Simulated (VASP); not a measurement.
# W (Pm-3m) in VASP: a series of runs, part 2 of 2

VASP 6.6.1. The steps go on from the part before.

**3. Relaxation of cell and atoms, RPBE+D3(BJ), target pressure 20 GPa, at which the enthalpy is minimised**

INCAR

```
SYSTEM = W
PREC = Accurate ; ENCUT = 500
EDIFF = 1E-7 ; ISMEAR = -1
SIGMA = 0.1 ; LREAL = .FALSE.
LASPH = .TRUE. ; NELM = 120
ALGO = Normal ; ISIF = 3
LWAVE = .FALSE. ; LCHARG = .FALSE.
GGA = RP ; IVDW = 12
IBRION = 2 ; NSW = 80
EDIFFG = -0.02 ; PSTRESS = 200.0
GGA_COMPAT = .FALSE. ; NELMIN = 4
```

KPOINTS

```
regular mesh
0
G
  9 9 9
  0 0 0
```

POSCAR

```
W
1.0
    2.5900000000      0.0000000000      0.0000000000
    0.0000000000      2.5900000000      0.0000000000
    0.0000000000      0.0000000000      2.5900000000
W
1
Direct
    0.0000000000      0.0000000000      0.0000000000
```

Potentials or basis: VASP PAW PBE potentials, release 64 (W_sv).

Run with:

```sh
$ cat potpaw_PBE.64/W_sv/POTCAR > POTCAR
$ mpirun -np 1 vasp_std > vasp.out
```

OUTCAR:

```text
SYSTEM = W
   PREC = Accurate
   ENCUT = 500
   EDIFF = 1E-7
   ISMEAR = -1
   LREAL = .FALSE.
   LASPH = .TRUE.
   NELM = 120
   ISIF = 3
   GGA = RP
   IVDW = 12
   IBRION = 2
   NSW = 80
   EDIFFG = -0.02
   PSTRESS = 200.0
   NELMIN = 4
 IVDW          = 12

 ion  position               nearest neighbor table
   1  0.000  0.000  0.000-

  LATTYP: Found a simple cubic cell.
 ALAT       =     2.5900000000

  Lattice vectors:

 A1 = (   2.5900000000,   0.0000000000,   0.0000000000)
 A2 = (   0.0000000000,   2.5900000000,   0.0000000000)
 A3 = (   0.0000000000,   0.0000000000,   2.5900000000)

Analysis of symmetry for initial positions (statically):
=====================================================================
 Subroutine PRICEL returns:
 Original cell was already a primitive cell.

 Routine SETGRP: Setting up the symmetry group for a
 simple cubic supercell.

 Subroutine GETGRP returns: Found 48 space group operations
 (whereof 48 operations were pure point group operations)
 out of a pool of 48 trial point group operations.

The static configuration has the point symmetry O_h .

Analysis of symmetry for dynamics (positions and initial velocities):
=====================================================================
 Subroutine PRICEL returns:
 Original cell was already a primitive cell.

 Routine SETGRP: Setting up the symmetry group for a
 simple cubic supercell.

 Subroutine GETGRP returns: Found 48 space group operations
 (whereof 48 operations were pure point group operations)
 out of a pool of 48 trial point group operations.

The dynamic configuration has the point symmetry O_h .

 Subroutine INISYM returns: Found 48 space group operations
 (whereof 48 operations are pure point group operations),
 and found     1 'primitive' translations

----------------------------------------------------------------------------------------

                                     Primitive cell

  volume of cell :      17.3740

  direct lattice vectors                    reciprocal lattice vectors
     2.590000000  0.000000000  0.000000000     0.386100386  0.000000000  0.000000000
     0.000000000  2.590000000  0.000000000     0.000000000  0.386100386  0.000000000
     0.000000000  0.000000000  2.590000000     0.000000000  0.000000000  0.386100386

  length of vectors
     2.590000000  2.590000000  2.590000000     0.386100386  0.386100386  0.386100386

  position of ions in fractional coordinates (direct lattice)
     0.000000000  0.000000000  0.000000000

  ion indices of the primitive-cell ions
   primitive index   ion index
                 1           1

----------------------------------------------------------------------------------------

 KPOINTS: regular mesh

Automatic generation of k-mesh.
 Grid dimensions read from file:
 generate k-points for:    9    9    9

 Generating k-lattice:

  Cartesian coordinates                     Fractional coordinates (reciprocal lattice)
     0.042900043  0.000000000  0.000000000     0.111111111  0.000000000  0.000000000
     0.000000000  0.042900043  0.000000000     0.000000000  0.111111111  0.000000000
     0.000000000  0.000000000  0.042900043     0.000000000  0.000000000  0.111111111

  Length of vectors
     0.042900043  0.042900043  0.042900043

  Shift w.r.t. Gamma in fractional coordinates (k-lattice)
     0.000000000  0.000000000  0.000000000

 Subroutine IBZKPT returns following result:
 ===========================================

 Found     35 irreducible k-points:

 Following reciprocal coordinates:
            Coordinates               Weight
  0.000000  0.000000  0.000000      1.000000
  0.111111  0.000000  0.000000      6.000000
  0.222222  0.000000  0.000000      6.000000
  0.333333  0.000000  0.000000      6.000000
  0.444444  0.000000  0.000000      6.000000
  0.111111  0.111111  0.000000     12.000000
[... 16 lines left out ...]
  0.333333  0.333333  0.111111     24.000000
  0.444444  0.333333  0.111111     48.000000
 [... further k-points ...]
   k-points           NKPTS =     35   k-points in BZ     NKDIM =     35   number of bands    NBANDS=     11
   number of dos      NEDOS =    301   number of ions     NIONS =      1
   total plane-waves  NPLWV =   8000
   dimension x,y,z NGX =    20 NGY =   20 NGZ =   20
   dimension x,y,z NGXF=    40 NGYF=   40 NGZF=   40
   ions per type =               1
   NGX,Y,Z   is equivalent  to a cutoff of  12.84, 12.84, 12.84 a.u.
   NGXF,Y,Z  is equivalent  to a cutoff of  25.68, 25.68, 25.68 a.u.
 SYSTEM =  W
   PREC   = accura    normal or accurate (medium, high low for compatibility)
   ISTART =      0    job   : 0-new  1-cont  2-samecut
   ICHARG =      2    charge: 1-file 2-atom 10-const
   ISPIN  =      1    spin polarized calculation?
   LNONCOLLINEAR =      F non collinear calculations
   LSORBIT =      F    spin-orbit coupling
   LASPH  =      T    aspherical Exc in radial PAW
   ENCUT  =  500.0 eV  36.75 Ry    6.06 a.u.   4.72  4.72  4.72*2*pi/ulx,y,z
   NELM   =    120;   NELMIN=  4; NELMDL= -5     # of ELM steps
   EDIFF  = 0.1E-06   stopping-criterion for ELM
   LREAL  =      F    real-space projection
   EDIFFG = -.2E-01   stopping-criterion for IOM
   NSW    =     80    number of steps for IOM
   IBRION =      2    ionic relax: 0-MD 1-quasi-New 2-CG
   NFREE  =      1    steps in history (QN), initial steepest desc. (CG)
   ISIF   =      3    stress and relaxation
   ISYM   =      2    0-nonsym 1-usesym 2-fastsym
   POTIM  = 0.5000    time-step for ionic-motion
   TEBEG  =    0.0;   TEEND  =   0.0 temperature during run
   PSTRESS=  200.0 pullay stress
   NELECT =      14.0000    total number of electrons
   NUPDOWN=      -1.0000    fix difference up-down
   EMIN   =  10.00;   EMAX   =-10.00  energy-range for DOS
   EFERMI =   0.00;   METHOD = LEGACY
   ISMEAR =    -1;   SIGMA  =   0.10  broadening in eV -4-tet -1-fermi 0-gaus
   EFERMI_NEDOS =   21; number of points for ismear=-14 and -15
   IALGO  =     38    algorithm
   IMIX   =      4    mixing-type and parameters
     AMIX     =   0.40;   BMIX     =  1.00
     AMIX_MAG =   1.60;   BMIX_MAG =  1.00
  volume/ion in A,a.u.               =      17.37       117.25
  Fermi-wavevector in a.u.,A,eV,Ry     =   1.523413  2.878834 31.576239  2.320788
  Thomas-Fermi vector in A             =   2.631860
   LORBIT       =      0    0 simple, 1 ext, 2 COOP (PROOUT), +10 PAW based schemes
   GGA     = RP    functional components
   LHFCALC =     F    Hartree Fock is set to
   AEXX    =    0.0000 exact exchange contribution
   IVDW    =    12    specifies the selected vdW correction
   LEPSILON=     F    determine dielectric tensor
   LRPA    =     F    only Hartree local field effects (RPA)
 conjugate gradient relaxation of ions
 non-spin polarized calculation
  energy-cutoff  :      500.00
  volume of cell :       17.37
 maximum number of plane-waves:       461
 NGX is ok and might be reduce to    20
   NGX =  9   NGY =  9   NGZ =  9

--------------------------------------- Ionic step        1  -------------------------------------------

 number of electron      14.0000004 magnetization

 Free energy of the ion-electron system (eV)
  ---------------------------------------------------
  ext. energy  EPLUGINS =         0.00000000
  ---------------------------------------------------
  free energy    TOTEN  =       -10.89964983 eV

  energy without entropy =      -10.85827638  energy(sigma->0) =      -10.87896310

------------------------ aborting loop because EDIFF is reached ----------------------------------------

 Edisp (eV)   -4.16625

 E8    (eV) :    -3.0406
[... 110 lines left out ...]
  energy  without entropy=      -15.1960454184  energy(sigma->0) =      -15.21050753

  enthalpy is  TOTEN    =       -13.2856543333 eV   P V=        1.9393153062

[... ionic steps 4 to 13 ...]

--------------------------------------- Ionic step       14  -------------------------------------------

 number of electron      14.0000006 magnetization

------------------------ aborting loop because EDIFF is reached ----------------------------------------
[... 77 lines left out ...]
--------------------------------------- Ionic step       16  -------------------------------------------

 number of electron      14.0000006 magnetization

 Free energy of the ion-electron system (eV)
  ---------------------------------------------------
  ext. energy  EPLUGINS =         0.00000000
  ---------------------------------------------------
  free energy    TOTEN  =       -10.16154680 eV

  energy without entropy =      -10.13776187  energy(sigma->0) =      -10.14965434

 E-fermi :  12.5658     XC(G=0): -13.8584

 val. band max:       12.5149427198   @ k =   0.4444   0.3333   0.1111
 cond. band min:      12.8156288299   @ k =   0.4444   0.4444   0.1111
 fundamental gap:      0.3006861101
 Fermi energy:        12.5658172759

 k-point     1 :       0.0000    0.0000    0.0000
  band No.  band energies     occupation
      1     -61.5535      2.00000
      2     -24.7298      2.00000
      3     -24.7298      2.00000
      4     -24.7298      2.00000
      5       2.8344      2.00000
      6       6.8544      2.00000
      7       6.8544      2.00000
      8      18.7931      0.00000
      9      18.7931      0.00000
     10      18.7931      0.00000
     11      29.1923      0.00000
[... 309 lines left out ...]
 k-point    24 :       0.4444    0.3333    0.1111
  band No.  band energies     occupation
      1     -61.1414      2.00000
      2     -26.7608      2.00000
      3     -26.2248      2.00000
      4     -24.6289      2.00000
      5       6.3764      2.00000
      6       9.5417      2.00000
      7      12.5149      1.24902
      8      13.3573      0.00073
      9      16.2189      0.00000
     10      19.1311      0.00000
     11      24.5330      0.00000

 [... further k-points ...]

------------------------ aborting loop because EDIFF is reached ----------------------------------------

 Edisp (eV)   -5.01263

 E8    (eV) :    -3.6655
[... 28 lines left out ...]
  energy  without entropy=      -15.1503888911  energy(sigma->0) =      -15.16228136

  enthalpy is  TOTEN    =       -13.3344888471 eV   P V=        1.8396849828

 reached required accuracy - stopping structural energy minimisation
```

OSZICAR:

```text
N       E                     dE             d eps       ncg     rms          rms(c)
DAV:   1     0.800832150449E+02    0.80083E+02   -0.77617E+03   770   0.140E+03
DAV:   2    -0.947676829590E+01   -0.89560E+02   -0.86119E+02   857   0.325E+02
DAV:   3    -0.112422085168E+02   -0.17654E+01   -0.17388E+01   862   0.448E+01
[... 120 lines left out ...]
DAV:   1    -0.101616236229E+02    0.56173E-02   -0.18174E-03   800   0.688E-01    0.135E-01
DAV:   2    -0.101615568877E+02    0.66735E-04   -0.93490E-05   788   0.135E-01    0.313E-02
DAV:   3    -0.101615457692E+02    0.11118E-04   -0.29273E-05   803   0.737E-02    0.211E-02
DAV:   4    -0.101615468927E+02   -0.11235E-05   -0.11907E-06   779   0.137E-02    0.246E-03
DAV:   5    -0.101615468045E+02    0.88279E-07   -0.56387E-08   397   0.318E-03
  16 F= -.13334489E+02 E0= -.13322596E+02  d E =-.431031E-04
```

Run time: 22 s. Hardware: 1 thread of Intel Xeon 6975P-C (Granite Rapids), shared host; peak memory 0.14 GiB.

Results:

- Free energy: -15.1742 eV
- Relaxed volume: 14.74 Å³/atom
- Relaxed cell: a = 2.452 Å, b = 2.452 Å, c = 2.452 Å, α = 90.00°, β = 90.00°, γ = 90.00°
- Space group after relaxing (to 0.05 Å): Pm-3m (No. 221)
- Energy change on relaxing (the enthalpy is what falls): -108.3 meV/atom
- Ionic steps: 16
- Pressure after relaxing: 20.0 GPa
- Band gap on the k mesh: zero (band 7 reaches 14.67 eV, above the bottom of band 8 at 12.06 eV)
- Dispersion energy per atom: -5.013 eV

The path:
| step | energy change (eV) | largest force (eV/Å) | pressure (GPa) | volume (Å³) |
| --- | --- | --- | --- | --- |
| 1 | 0.0000 | 0.0000 | -26.10 | 17.37 |
| 2 | 13.4667 | 0.0000 | 988.75 | 7.59 |
| 3 | -0.1591 | 0.0000 | 1.30 | 15.54 |
| 4 | -0.1469 | 0.0000 | 9.39 | 15.16 |
| 5 | -0.1057 | 0.0000 | 20.57 | 14.72 |
| 6 | -0.1120 | 0.0000 | 19.21 | 14.77 |
| 7 | -0.1118 | 0.0000 | 19.27 | 14.77 |
| 8 | -0.1111 | 0.0000 | 19.41 | 14.76 |
| 9 | -0.1111 | 0.0000 | 19.42 | 14.76 |
| 10 | -0.1110 | 0.0000 | 19.42 | 14.76 |
| 11 | -0.1110 | 0.0000 | 19.43 | 14.76 |
| 12 | -0.1109 | 0.0000 | 19.45 | 14.76 |
| 13 | -0.1107 | 0.0000 | 19.49 | 14.76 |
| 14 | -0.1104 | 0.0000 | 19.57 | 14.75 |
| 15 | -0.1097 | 0.0000 | 19.72 | 14.75 |
| 16 | -0.1083 | 0.0000 | 20.02 | 14.74 |

Final structure:
```
W
1.0
     2.45174    0.00000    0.00000
     0.00000    2.45174    0.00000
     0.00000    0.00000    2.45174
W
1
Cartesian
  0.0000 0.0000 0.0000
```

Levels at points of the mesh, in eV from the Fermi level:
```tsv
k point	band 4	band 5	band 6	band 7	band 8	band 9	band 10	band 11
(0.00, 0.00, 0.00)	-37.30	-9.73	-5.71	-5.71	6.23	6.23	6.23	16.63
```

Caveat: the cell is relaxed towards a set pressure, so the enthalpy falls and the energy may rise; the volume moved by over 15 % at a fixed basis, so the end points are rough; the PAW data sets were made with another functional, which shifts forces and pressure a little; spin-orbit coupling is left out, which moves the levels of the heavy elements; pairwise dispersion overbinds metals, which lowers pressure and volume.

**4. Relaxation of cell and atoms, RPBE+D3(BJ), target pressure 40 GPa, at which the enthalpy is minimised**

INCAR

```
  ALGO = Normal
  EDIFF = 1E-7
  EDIFFG = -0.02
  ENCUT = 500
  GGA = RP
  GGA_COMPAT = F
  IBRION = 2
  ISIF = 3
  ISMEAR = -1
  IVDW = 12
  LASPH = T
  LCHARG = F
  LREAL = F
  LWAVE = F
  NELM = 120
  NELMIN = 4
  NSW = 80
  PREC = Accurate
  PSTRESS = 400.0
  SIGMA = 0.1
```

KPOINTS

```
k-points
0
Gamma
  9 9 9
```

POSCAR is that of step 3.

Run with:

```sh
$ cat potpaw_PBE.64/W_sv/POTCAR > POTCAR
$ mpirun -np 1 vasp_std > vasp.out
```

It took 18 s on 1 thread of Intel Xeon 6975P-C (Granite Rapids), shared host; peak memory 0.15 GiB.

Results (log left out):

```
Free energy                                            : -15.0528 eV
Relaxed volume                                         : 14.08 Å³/atom
Relaxed cell                                           : a = 2.415 Å, b = 2.415 Å, c = 2.415 Å, α = 90.00°, β = 90.00°, γ = 90.00°
Space group after relaxing (to 0.05 Å)                 : Pm-3m (No. 221)
Energy change on relaxing (the enthalpy is what falls) : +13.1 meV/atom
Ionic steps                                            : 9
Pressure after relaxing                                : 40.0 GPa
Band gap on the k mesh                                 : zero (band 7 reaches 15.47 eV, above the bottom of band 8 at 12.80 eV)
Dispersion energy per atom                             : -5.271 eV
```

Step by step:
```tsv
step	energy change (eV)	largest force (eV/Å)	pressure (GPa)	volume (Å³)
1	0.0000	0.0000	-26.10	17.37
2	48.7370	0.0000	3965.22	4.86
3	-0.1257	0.0000	-13.33	16.37
4	-0.1591	0.0000	-1.29	15.67
5	0.0845	0.0000	49.20	13.82
6	0.0044	0.0000	38.81	14.12
7	0.0195	0.0000	40.88	14.06
8	-0.0123	0.0000	36.44	14.19
9	0.0131	0.0000	40.01	14.08
```

Final structure:
```xyz
1
Lattice="2.4148 0.0000 0.0000 0.0000 2.4148 0.0000 0.0000 0.0000 2.4148" Properties=species:S:1:pos:R:3 pbc="T T T"
W     0.0000    0.0000    0.0000
```

Levels at points of the mesh, in eV from the Fermi level:
```
           k point  band 3  band 4  band 5  band 6  band 7  band 8  band 9  band 10  band 11
(0.00, 0.00, 0.00)  -37.15  -37.15   -9.91   -6.00   -6.00    6.64    6.64     6.64    17.14
```

Caveat: the cell is relaxed towards a set pressure, so the enthalpy falls and the energy may rise; the volume moved by over 15 % at a fixed basis, so the end points are rough; the PAW data sets were made with another functional, which shifts forces and pressure a little; spin-orbit coupling is left out, which moves the levels of the heavy elements; pairwise dispersion overbinds metals, which lowers pressure and volume.

**5. Relaxation of cell and atoms, RPBE+D3(BJ), target pressure 60 GPa, at which the enthalpy is minimised**

INCAR

```
PREC = Accurate
ENCUT = 500
EDIFF = 1E-7
ISMEAR = -1
SIGMA = 0.1
LREAL = False
LASPH = True
NELM = 120
ALGO = Normal
ISIF = 3
LWAVE = False
LCHARG = False
GGA = RP
IVDW = 12
IBRION = 2
NSW = 80
EDIFFG = -0.02
PSTRESS = 600.0
GGA_COMPAT = False
NELMIN = 4
```

KPOINTS

```
Automatic mesh
0
Gamma
  9 9 9
```

POSCAR is that of step 4.

Run with:

```sh
$ cat potpaw_PBE.64/W_sv/POTCAR > POTCAR
$ mpirun -np 1 vasp_std > vasp.out
```

Run time: 20 s. Hardware: 1 thread of Intel Xeon 6975P-C (Granite Rapids), shared host; peak memory 0.17 GiB.

It converged, with:

```
Free energy                                            : -14.8881 eV
Relaxed volume                                         : 13.55 Å³/atom
Relaxed cell                                           : a = 2.384 Å, b = 2.384 Å, c = 2.384 Å, α = 90.00°, β = 90.00°, γ = 90.00°
Space group after relaxing (to 0.05 Å)                 : Pm-3m (No. 221)
Energy change on relaxing (the enthalpy is what falls) : +177.8 meV/atom
Ionic steps                                            : 10
Pressure after relaxing                                : 60.0 GPa
Band gap on the k mesh                                 : zero (band 7 reaches 16.16 eV, above the bottom of band 8 at 13.36 eV)
Dispersion energy per atom                             : -5.496 eV
```

The path:
```tsv
step	energy change (eV)	largest force (eV/Å)	pressure (GPa)	volume (Å³)
1	0.0000	0.0000	-26.10	17.37
2	154.9952	0.0000	17268.60	2.88
3	-0.0939	0.0000	-17.98	16.70
4	-0.1427	0.0000	-9.61	16.13
5	0.4460	0.0000	87.03	12.96
6	0.1332	0.0000	54.96	13.67
7	0.1757	0.0000	59.75	13.56
8	0.2025	0.0000	62.67	13.48
9	0.0748	0.0000	48.02	13.86
10	0.1778	0.0000	59.99	13.55
```

Final structure:
```
W
1.0
     2.38400    0.00000    0.00000
     0.00000    2.38400    0.00000
     0.00000    0.00000    2.38400
W
1
Direct
  0.00000 0.00000 0.00000
```

Levels at points of the mesh, in eV from the Fermi level:
```tsv
k point	band 3	band 4	band 5	band 6	band 7	band 8	band 9	band 10	band 11
(0.00, 0.00, 0.00)	-37.03	-37.03	-10.05	-6.25	-6.25	7.00	7.00	7.00	17.59
```

Caveat: the cell is relaxed towards a set pressure, so the enthalpy falls and the energy may rise; the volume moved by over 15 % at a fixed basis, so the end points are rough; the PAW data sets were made with another functional, which shifts forces and pressure a little; spin-orbit coupling is left out, which moves the levels of the heavy elements; pairwise dispersion overbinds metals, which lowers pressure and volume.

**6. Overview**

```csv
cell,gap on the mesh (eV),pressure (GPa)
relaxed,none,0.0
relaxed to 20 GPa,none,20.0
relaxed to 40 GPa,none,40.0
relaxed to 60 GPa,none,60.0
```

Alike in all rows: task relaxation of cell and atoms; level RPBE+D3(BJ); potentials or basis VASP PAW PBE potentials, release 64 (W_sv); no spin polarisation; k mesh 9 × 9 × 9; cutoff (eV) 500; smearing fermi-dirac 0.1 eV.

Caveats: the PAW data sets were made with another functional, which shifts forces and pressure a little; spin-orbit coupling is left out, which moves the levels of the heavy elements; pairwise dispersion overbinds metals, which lowers pressure and volume; the cell is relaxed towards a set pressure, so the enthalpy falls and the energy may rise (some runs); the volume moved by over 15 % at a fixed basis, so the end points are rough (some runs).

Total energies depend on the potentials used, so only differences within one code and one set of settings carry meaning.
